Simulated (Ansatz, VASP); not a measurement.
This is a calculation of CdTe for Ansatz 0.2.0.

File input.yaml:

```yaml
crystal:
  lattice:
    - [0.0, 3.1395734784, 3.1395734784]
    - [3.1395734784, 0.0, 3.1395734784]
    - [3.1395734784, 3.1395734784, 0.0]
  atoms:
    - { symbol: Te, position: [0.75, 0.75, 0.75] }
    - { symbol: Cd, position: [0.0, 0.0, 0.0] }
hamiltonian:
  xc: r2scan
  pseudopotentials: { kind: paw }
  dispersion: d3bj
kpoints:
  mp_grid: { grid: [7, 7, 7] }
scf:
  occupations: { method: fermi_dirac, width: 0.05 }
output:
  forces: true
  stress: true
  eigenvalues: true
```

Potentials or basis: Ansatz PAW.

Command:

```console
$ ansatz run input.yaml --threads 2 --pin off --max-ram 5120MiB --backend cpu --events-out ev --progress --plain --runs-dir out
```

Problem. Translate it to VASP 6.6.1. Potentials there: VASP PAW PBE potentials, release 64 (Te, Cd).

Solution. As run (the cutoff follows the program's own potentials):

Contents of POSCAR:

```
CdTe
1.0
    0.0000000000      3.1395734784      3.1395734784
    3.1395734784      0.0000000000      3.1395734784
    3.1395734784      3.1395734784      0.0000000000
Te Cd
1 1
Direct
    0.7500000000      0.7500000000      0.7500000000
    0.0000000000      0.0000000000      0.0000000000
```

File INCAR.step1:

```
SYSTEM = CdTe
  PREC = Accurate
  ENCUT = 520
  ISMEAR = -1
  SIGMA = 0.05
  LREAL = .FALSE.
  LASPH = .TRUE.
  NELM = 80
  NBANDS = 16
  GGA = PE
  ALGO = Normal
  EDIFF = 1E-4
  LWAVE = .TRUE.
  LCHARG = .FALSE.
```

The input INCAR.step2:

```
SYSTEM = CdTe
  PREC = Accurate
  ENCUT = 520
  EDIFF = 1E-6
  ISMEAR = -1
  SIGMA = 0.05
  LREAL = .FALSE.
  LASPH = .TRUE.
  NELM = 80
  ALGO = Normal
  ISIF = 2
  LWAVE = .FALSE.
  LCHARG = .FALSE.
  METAGGA = R2SCAN
  LMIXTAU = .TRUE.
  IVDW = 12
  VDW_S6 = 1.0
  VDW_S8 = 0.78981345
  VDW_A1 = 0.49484001
  VDW_A2 = 5.73083694
  NBANDS = 16
  ISTART = 1
```

KPOINTS

```
Automatic mesh
0
G
  7 7 7
  0 0 0
```

Potentials or basis: VASP PAW PBE potentials, release 64 (Te, Cd).

Launch:

```sh
$ cat potpaw_PBE.64/Te/POTCAR potpaw_PBE.64/Cd/POTCAR > POTCAR
$ cp INCAR.step1 INCAR
$ mpirun -np 1 vasp_std > vasp.out
$ cp INCAR.step2 INCAR
$ mpirun -np 1 vasp_std > vasp.out
```

Both were run:

|  | VASP | Ansatz | Ansatz less VASP |
| --- | --- | --- | --- |
| gap on the k mesh at the Fermi level (eV) | 1.59 | 1.59 | 0.000 |
| least direct gap on the mesh (eV) | 1.59 | 1.59 | 0.000 |
| pressure (GPa) | 6.3 | 6.2 | -0.19 |

VASP's potentials were made for PBE, not for r2SCAN. VASP's potentials hold 18 valence electrons a cell and Ansatz's 36, so a difference there can come from the potentials and not from the codes.

Neither program's run includes spin-orbit coupling. Noted on Ansatz's run: odd divisions of the mesh miss points on the zone boundary, where band edges often lie, so the gap on the mesh can be too wide.
